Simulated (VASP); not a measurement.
# Rb (P6_3/mmc) in VASP: further runs

Rb is run at these levels: PBEsol; tasks: single point.

All numbers are computed with VASP 6.6.1; they aren't measurements. Logs are shortened: lines on timing, memory, paths and dates and some standing lists are left out, and cuts for length are marked.

### 1 The cell of the first run

Symmetry: P6_3/mmc, No. 194, hexagonal system. Conventional cell: a = 4.938 Å, b = 4.938 Å, c = 8.208 Å, α = 90.00°, β = 90.00°, γ = 120.00°.

### 2 Single point, PBEsol

File INCAR:

```
SYSTEM = Rb
PREC = Accurate
ENCUT = 520
EDIFF = 1E-6
ISMEAR = 0
SIGMA = 0.1
LREAL = .FALSE.
LASPH = .TRUE.
NELM = 60
ALGO = Normal
ISIF = 2
LWAVE = .FALSE.
LCHARG = .FALSE.
GGA = PS
NBANDS = 16
```

File KPOINTS:

```
Automatic mesh
0
G
  9 9 6
  0 0 0
```

File POSCAR:

```
Rb
1.0
    4.9375567920      0.0000000000      0.0000000000
   -2.4687783960      4.2760496145      0.0000000000
    0.0000000000      0.0000000000      8.2077646854
Rb
2
Direct
    0.3333333333      0.6666666667      0.2500000000
    0.6666666667      0.3333333333      0.7500000000
```

Potentials or basis: VASP PAW PBE potentials, release 64 (Rb_sv).

The run is started by

```
> cat potpaw_PBE.64/Rb_sv/POTCAR > POTCAR
> mpirun -np 1 vasp_std > vasp.out
```

OUTCAR:

```text
SYSTEM = Rb
   PREC = Accurate
   ENCUT = 520
   EDIFF = 1E-6
   ISMEAR = 0
   LREAL = .FALSE.
   LASPH = .TRUE.
   NELM = 60
   ISIF = 2
   GGA = PS

 ion  position               nearest neighbor table
   1  0.333  0.667  0.250-   2 5.00   2 5.00   2 5.00   2 5.00   2 5.00   2 5.00
   2  0.667  0.333  0.750-   1 5.00   1 5.00   1 5.00   1 5.00   1 5.00   1 5.00

  LATTYP: Found a hexagonal cell.
 ALAT       =     4.9375567920
 C/A-ratio  =     1.6623129680

  Lattice vectors:

 A1 = (   4.9375567920,   0.0000000000,   0.0000000000)
 A2 = (  -2.4687783960,   4.2760496145,   0.0000000000)
 A3 = (   0.0000000000,   0.0000000000,   8.2077646854)

Analysis of symmetry for initial positions (statically):
=====================================================================
 Subroutine PRICEL returns:
 Original cell was already a primitive cell.

 Routine SETGRP: Setting up the symmetry group for a
 hexagonal supercell.

 Subroutine GETGRP returns: Found 24 space group operations
 (whereof 12 operations were pure point group operations)
 out of a pool of 24 trial point group operations.

The static configuration has the point symmetry D_3d.
 The point group associated with its full space group is D_6h.

Analysis of symmetry for dynamics (positions and initial velocities):
=====================================================================
 Subroutine PRICEL returns:
 Original cell was already a primitive cell.

 Routine SETGRP: Setting up the symmetry group for a
 hexagonal supercell.

 Subroutine GETGRP returns: Found 24 space group operations
 (whereof 12 operations were pure point group operations)
 out of a pool of 24 trial point group operations.

The dynamic configuration has the point symmetry D_3d.
 The point group associated with its full space group is D_6h.

 Subroutine INISYM returns: Found 24 space group operations
 (whereof 12 operations are pure point group operations),
 and found     1 'primitive' translations

----------------------------------------------------------------------------------------

                                     Primitive cell

  volume of cell :     173.2925

  direct lattice vectors                    reciprocal lattice vectors
     4.937556792  0.000000000  0.000000000     0.202529316  0.116930355  0.000000000
    -2.468778396  4.276049614  0.000000000     0.000000000  0.233860710  0.000000000
     0.000000000  0.000000000  8.207764685     0.000000000  0.000000000  0.121835852

  length of vectors
     4.937556792  4.937556792  8.207764685     0.233860710  0.233860710  0.121835852

  position of ions in fractional coordinates (direct lattice)
     0.333333333  0.666666667  0.250000000
     0.666666667  0.333333333  0.750000000

  ion indices of the primitive-cell ions
   primitive index   ion index
                 1           1
                 2           2

----------------------------------------------------------------------------------------

 KPOINTS: Automatic mesh

Automatic generation of k-mesh.
 Grid dimensions read from file:
 generate k-points for:    9    9    6

 Generating k-lattice:

  Cartesian coordinates                     Fractional coordinates (reciprocal lattice)
     0.022503257  0.012992262  0.000000000     0.111111111  0.000000000  0.000000000
     0.000000000  0.025984523  0.000000000     0.000000000  0.111111111  0.000000000
     0.000000000  0.000000000  0.020305975     0.000000000  0.000000000  0.166666667

  Length of vectors
     0.025984523  0.025984523  0.020305975

  Shift w.r.t. Gamma in fractional coordinates (k-lattice)
     0.000000000  0.000000000  0.000000000

 Subroutine IBZKPT returns following result:
 ===========================================

 Found     48 irreducible k-points:

 Following reciprocal coordinates:
            Coordinates               Weight
  0.000000  0.000000  0.000000      1.000000
  0.111111  0.000000  0.000000      6.000000
  0.222222  0.000000  0.000000      6.000000
  0.333333  0.000000  0.000000      6.000000
  0.444444  0.000000  0.000000      6.000000
  0.111111  0.111111  0.000000      6.000000
[... 16 lines left out ...]
  0.333333  0.222222  0.166667     24.000000
  0.333333  0.333333  0.166667      4.000000
 [... further k-points ...]
   k-points           NKPTS =     48   k-points in BZ     NKDIM =     48   number of bands    NBANDS=     16
   number of dos      NEDOS =    301   number of ions     NIONS =      2
   total plane-waves  NPLWV = 102400
   dimension x,y,z NGX =    40 NGY =   40 NGZ =   64
   dimension x,y,z NGXF=    80 NGYF=   80 NGZF=  128
   ions per type =               2
   NGX,Y,Z   is equivalent  to a cutoff of  13.47, 13.47, 12.96 a.u.
   NGXF,Y,Z  is equivalent  to a cutoff of  26.94, 26.94, 25.93 a.u.
 SYSTEM =  Rb
   PREC   = accura    normal or accurate (medium, high low for compatibility)
   ISTART =      0    job   : 0-new  1-cont  2-samecut
   ICHARG =      2    charge: 1-file 2-atom 10-const
   ISPIN  =      1    spin polarized calculation?
   LNONCOLLINEAR =      F non collinear calculations
   LSORBIT =      F    spin-orbit coupling
   LASPH  =      T    aspherical Exc in radial PAW
   ENCUT  =  520.0 eV  38.22 Ry    6.18 a.u.   9.18  9.18 15.26*2*pi/ulx,y,z
   NELM   =     60;   NELMIN=  2; NELMDL= -5     # of ELM steps
   EDIFF  = 0.1E-05   stopping-criterion for ELM
   LREAL  =      F    real-space projection
   EDIFFG = 0.1E-04   stopping-criterion for IOM
   NSW    =      0    number of steps for IOM
   IBRION =     -1    ionic relax: 0-MD 1-quasi-New 2-CG
   NFREE  =      0    steps in history (QN), initial steepest desc. (CG)
   ISIF   =      2    stress and relaxation
   ISYM   =      2    0-nonsym 1-usesym 2-fastsym
   POTIM  = 0.5000    time-step for ionic-motion
   TEBEG  =    0.0;   TEEND  =   0.0 temperature during run
   PSTRESS=    0.0 pullay stress
   NELECT =      18.0000    total number of electrons
   NUPDOWN=      -1.0000    fix difference up-down
   EMIN   =  10.00;   EMAX   =-10.00  energy-range for DOS
   EFERMI =   0.00;   METHOD = LEGACY
   ISMEAR =     0;   SIGMA  =   0.10  broadening in eV -4-tet -1-fermi 0-gaus
   EFERMI_NEDOS =   21; number of points for ismear=-14 and -15
   IALGO  =     38    algorithm
   IMIX   =      4    mixing-type and parameters
     AMIX     =   0.40;   BMIX     =  1.00
     AMIX_MAG =   1.60;   BMIX_MAG =  1.00
  volume/ion in A,a.u.               =      86.65       584.72
  Fermi-wavevector in a.u.,A,eV,Ry     =   0.769554  1.454246  8.057551  0.592213
  Thomas-Fermi vector in A             =   1.870568
   LORBIT       =      0    0 simple, 1 ext, 2 COOP (PROOUT), +10 PAW based schemes
   GGA     = PS    functional components
   LHFCALC =     F    Hartree Fock is set to
   AEXX    =    0.0000 exact exchange contribution
   IVDW    =     0    specifies the selected vdW correction
   LEPSILON=     F    determine dielectric tensor
   LRPA    =     F    only Hartree local field effects (RPA)
 non-spin polarized calculation
 Gauss-broadening in eV      SIGMA  =   0.10
  energy-cutoff  :      520.00
  volume of cell :      173.29
 maximum number of plane-waves:      4686
 NGX is ok and might be reduce to    40
   NGX = 19   NGY = 19   NGZ = 31

 number of electron      18.0000000 magnetization

 Free energy of the ion-electron system (eV)
  ---------------------------------------------------
  ext. energy  EPLUGINS =         0.00000000
  ---------------------------------------------------
  free energy    TOTEN  =        -2.05533949 eV

  energy without entropy =       -2.04537381  energy(sigma->0) =       -2.05035665

 E-fermi :   0.0690     XC(G=0):  -5.6435

 val. band max:        0.0626321831   @ k =   0.1111   0.1111   0.1667
 cond. band min:       0.0703239663   @ k =   0.3333   0.1111   0.5000
 fundamental gap:      0.0076917832
 Fermi energy:         0.0689828360

 k-point     1 :       0.0000    0.0000    0.0000
  band No.  band energies     occupation
      1     -28.7697      2.00000
      2     -28.7653      2.00000
      3     -12.9218      2.00000
      4     -12.8261      2.00000
      5     -12.8261      2.00000
      6     -12.8137      2.00000
[... 8 lines left out ...]
     15       4.0022      0.00000
     16       4.0022      0.00000

 k-point     2 :       0.1111    0.0000    0.0000
  band No.  band energies     occupation
      1     -28.7692      2.00000
      2     -28.7650      2.00000
      3     -12.9174      2.00000
      4     -12.8367      2.00000
      5     -12.8293      2.00000
      6     -12.8232      2.00000
[... 8 lines left out ...]
     15       3.8346      0.00000
     16       4.1395      0.00000

 k-point     3 :       0.2222    0.0000    0.0000
  band No.  band energies     occupation
      1     -28.7678      2.00000
      2     -28.7643      2.00000
      3     -12.9053      2.00000
      4     -12.8640      2.00000
      5     -12.8504      2.00000
      6     -12.8373      2.00000
[... 8 lines left out ...]
     15       3.9661      0.00000
     16       3.9769      0.00000

 k-point     4 :       0.3333    0.0000    0.0000
  band No.  band energies     occupation
      1     -28.7662      2.00000
      2     -28.7636      2.00000
      3     -12.8952      2.00000
      4     -12.8891      2.00000
      5     -12.8804      2.00000
      6     -12.8462      2.00000
[... 8 lines left out ...]
     15       3.6938      0.00000
     16       4.3535      0.00000

 k-point     5 :       0.4444    0.0000    0.0000
  band No.  band energies     occupation
      1     -28.7649      2.00000
      2     -28.7633      2.00000
      3     -12.9156      2.00000
      4     -12.8994      2.00000
      5     -12.8749      2.00000
      6     -12.8518      2.00000
[... 8 lines left out ...]
     15       3.5432      0.00000
     16       4.6094      0.00000

 k-point     6 :       0.1111    0.1111    0.0000
  band No.  band energies     occupation
      1     -28.7683      2.00000
      2     -28.7645      2.00000
      3     -12.9091      2.00000
      4     -12.8531      2.00000
      5     -12.8461      2.00000
      6     -12.8318      2.00000
[... 8 lines left out ...]
     15       3.9457      0.00000
     16       3.9745      0.00000

 k-point     7 :       0.2222    0.1111    0.0000
  band No.  band energies     occupation
      1     -28.7667      2.00000
      2     -28.7638      2.00000
      3     -12.8948      2.00000
      4     -12.8799      2.00000
      5     -12.8712      2.00000
      6     -12.8436      2.00000
[... 8 lines left out ...]
     15       3.5388      0.00000
     16       4.1612      0.00000

 k-point     8 :       0.3333    0.1111    0.0000
  band No.  band energies     occupation
      1     -28.7652      2.00000
      2     -28.7633      2.00000
      3     -12.9051      2.00000
      4     -12.8910      2.00000
      5     -12.8788      2.00000
      6     -12.8544      2.00000
[... 8 lines left out ...]
     15       3.3158      0.00000
     16       4.0647      0.00000

 k-point     9 :       0.4444    0.1111    0.0000
  band No.  band energies     occupation
      1     -28.7646      2.00000
      2     -28.7633      2.00000
      3     -12.9150      2.00000
      4     -12.8987      2.00000
      5     -12.8700      2.00000
      6     -12.8587      2.00000
[... 8 lines left out ...]
     15       3.2422      0.00000
     16       3.9192      0.00000
[... 172 lines left out ...]
 k-point    19 :       0.2222    0.1111    0.1667
  band No.  band energies     occupation
      1     -28.7665      2.00000
      2     -28.7640      2.00000
      3     -12.8971      2.00000
      4     -12.8766      2.00000
      5     -12.8697      2.00000
      6     -12.8438      2.00000
[... 8 lines left out ...]
     15       3.4621      0.00000
     16       4.1703      0.00000

 k-point    20 :       0.3333    0.1111    0.1667
  band No.  band energies     occupation
      1     -28.7651      2.00000
      2     -28.7635      2.00000
      3     -12.9089      2.00000
      4     -12.8956      2.00000
      5     -12.8707      2.00000
      6     -12.8531      2.00000
[... 8 lines left out ...]
     15       3.2603      0.00000
     16       4.1444      0.00000

 k-point    21 :       0.4444    0.1111    0.1667
  band No.  band energies     occupation
      1     -28.7645      2.00000
      2     -28.7634      2.00000
      3     -12.9176      2.00000
      4     -12.9030      2.00000
      5     -12.8664      2.00000
      6     -12.8549      2.00000
[... 8 lines left out ...]
     15       3.2282      0.00000
     16       4.0658      0.00000

 k-point    22 :       0.2222    0.2222    0.1667
  band No.  band energies     occupation
      1     -28.7652      2.00000
      2     -28.7635      2.00000
      3     -12.8975      2.00000
      4     -12.8945      2.00000
      5     -12.8690      2.00000
      6     -12.8580      2.00000
[... 8 lines left out ...]
     15       2.7542      0.00000
     16       4.1695      0.00000

 k-point    23 :       0.3333    0.2222    0.1667
  band No.  band energies     occupation
      1     -28.7642      2.00000
      2     -28.7633      2.00000
      3     -12.9061      2.00000
      4     -12.8957      2.00000
      5     -12.8739      2.00000
      6     -12.8592      2.00000
[... 8 lines left out ...]
     15       2.7799      0.00000
     16       3.8447      0.00000

 k-point    24 :       0.3333    0.3333    0.1667
  band No.  band energies     occupation
      1     -28.7636      2.00000
      2     -28.7636      2.00000
      3     -12.8958      2.00000
      4     -12.8893      2.00000
      5     -12.8893      2.00000
      6     -12.8690      2.00000
[... 8 lines left out ...]
     15       2.9554      0.00000
     16       3.9751      0.00000

 [... further k-points ...]
[... 5 lines left out ...]
  --------------------------------------------------------------------------------------
  -------------------------------------------------------------------------------------
  Total       -0.0038081     -0.0038081     -0.0049392      0.0000000     -0.0000000      0.0000000
  in kB       -0.0352080     -0.0352080     -0.0456656      0.0000000     -0.0000000      0.0000000
  external PRESSURE =      -0.0386939 kB  Pullay stress =       0.0000000 kB

 VOLUME and BASIS-vectors are now :
 -----------------------------------------------------------------------------
  energy-cutoff  :      520.00
  volume of cell :      173.29
      direct lattice vectors                 reciprocal lattice vectors
     4.937556792  0.000000000  0.000000000     0.202529316  0.116930355  0.000000000
    -2.468778396  4.276049614  0.000000000     0.000000000  0.233860710  0.000000000
     0.000000000  0.000000000  8.207764685     0.000000000  0.000000000  0.121835852

 POSITION                                       TOTAL-FORCE (eV/Angst)
 -----------------------------------------------------------------------------------
     -0.00000      2.85070      2.05194        -0.000000      0.000000      0.000000
      2.46878      1.42535      6.15582         0.000000     -0.000000      0.000000
 -----------------------------------------------------------------------------------
    total drift:                                0.000000     -0.000000      0.000000

  FREE ENERGIE OF THE ION-ELECTRON SYSTEM (eV)
  ---------------------------------------------------
  free  energy   TOTEN  =        -2.0553394934 eV

  energy  without entropy=       -2.0453738126  energy(sigma->0) =       -2.05035665
```

Run time: 100 s. Hardware: 1 thread of Intel Xeon Platinum 8259CL at 2.50GHz (Skylake/Cascade Lake), shared host; peak memory 0.35 GiB.

Results:

```
Free energy            : -2.0553 eV
Pressure               : 0.0 GPa
Band gap on the k mesh : zero (band 9 reaches 1.13 eV, above the bottom of band 10 at -1.31 eV)
```

Levels at points of the mesh, in eV from the Fermi level:
| k point | band 7 | band 8 | band 9 | band 10 | band 11 | band 12 |
| --- | --- | --- | --- | --- | --- | --- |
| (0.00, 0.00, 0.00) | -12.88 | -12.88 | -2.06 | 0.06 | 0.62 | 3.50 |
| (0.00, 0.00, 0.50) | -12.89 | -12.89 | -1.37 | -1.37 | 2.26 | 2.26 |

Caveat: the PAW data sets were made with another functional, which shifts forces and pressure a little.

(Part 1 of 2 ends here.)
